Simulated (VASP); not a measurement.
Wanted: the native input for a VASP 6.6.1 run.

* Task: single point
* Functional: PBE
* Potentials or basis: VASP PAW PBE potentials, release 64 (Sr_sv, O)
* Cutoff: 520 eV
* k mesh: 2 × 2 × 2, shifted
* Occupations: gaussian, width 0.01 eV
* Spin: no spin polarisation
* Dipole correction: no
* Further INCAR settings: LREAL = Auto; ALGO = Normal; EDIFF = 1e-07; NBANDS = 150

The structure of SrO lies in POSCAR:

```
SrO
1.0
   -5.1949040414      5.1949040414      5.1949040414
    5.1949040414     -5.1949040414      5.1949040414
    5.1949040414      5.1949040414     -5.1949040414
Sr O
16 16
Direct
    0.5000000000      0.7500000000      0.2500000000
    0.5000000000      0.0000000000      0.0000000000
    0.5000000000      0.2500000000      0.7500000000
    0.7500000000      0.5000000000      0.2500000000
    0.5000000000      0.5000000000      0.5000000000
    0.7500000000      0.7500000000      0.0000000000
    0.7500000000      0.0000000000      0.7500000000
    0.0000000000      0.2500000000      0.2500000000
    0.7500000000      0.2500000000      0.5000000000
    0.0000000000      0.5000000000      0.0000000000
    0.0000000000      0.7500000000      0.7500000000
    0.2500000000      0.0000000000      0.2500000000
    0.0000000000      0.0000000000      0.5000000000
    0.2500000000      0.2500000000      0.0000000000
    0.2500000000      0.5000000000      0.7500000000
    0.2500000000      0.7500000000      0.5000000000
    0.5000000000      0.5000000000      0.0000000000
    0.5000000000      0.7500000000      0.7500000000
    0.5000000000      0.0000000000      0.5000000000
    0.7500000000      0.2500000000      0.0000000000
    0.5000000000      0.2500000000      0.2500000000
    0.7500000000      0.5000000000      0.7500000000
    0.7500000000      0.7500000000      0.5000000000
    0.0000000000      0.0000000000      0.0000000000
    0.7500000000      0.0000000000      0.2500000000
    0.0000000000      0.2500000000      0.7500000000
    0.0000000000      0.5000000000      0.5000000000
    0.2500000000      0.7500000000      0.0000000000
    0.0000000000      0.7500000000      0.2500000000
    0.2500000000      0.0000000000      0.7500000000
    0.2500000000      0.2500000000      0.5000000000
    0.2500000000      0.5000000000      0.2500000000
```

These files were run (other wordings do the same):

INCAR

```
SYSTEM = SrO
  PREC = Accurate
  ENCUT = 520
  EDIFF = 1E-7
  ISMEAR = 0
  SIGMA = 0.01
  LREAL = Auto
  LASPH = .TRUE.
  NELM = 60
  ALGO = Normal
  ISIF = 2
  LWAVE = .FALSE.
  LCHARG = .TRUE.
  GGA = PE
  LELF = .TRUE.
  LVHAR = .TRUE.
  NBANDS = 150
```

KPOINTS

```
Automatic mesh
0
Gamma
  2 2 2
  0.5 0.5 0.5
```

Potentials or basis: VASP PAW PBE potentials, release 64 (Sr_sv, O).

The run is started by

```bash
$ cat potpaw_PBE.64/Sr_sv/POTCAR potpaw_PBE.64/O/POTCAR > POTCAR
$ mpirun -np 1 vasp_std > vasp.out
```

Results of the run:

The pressure is 0.5 GPa and the band gap on the k mesh is 3.63 eV.

Wall time 4.5 min on 1 thread of Intel(R) Xeon(R) 6975P-C (Granite Rapids) (shared host), peak memory 0.73 GiB.
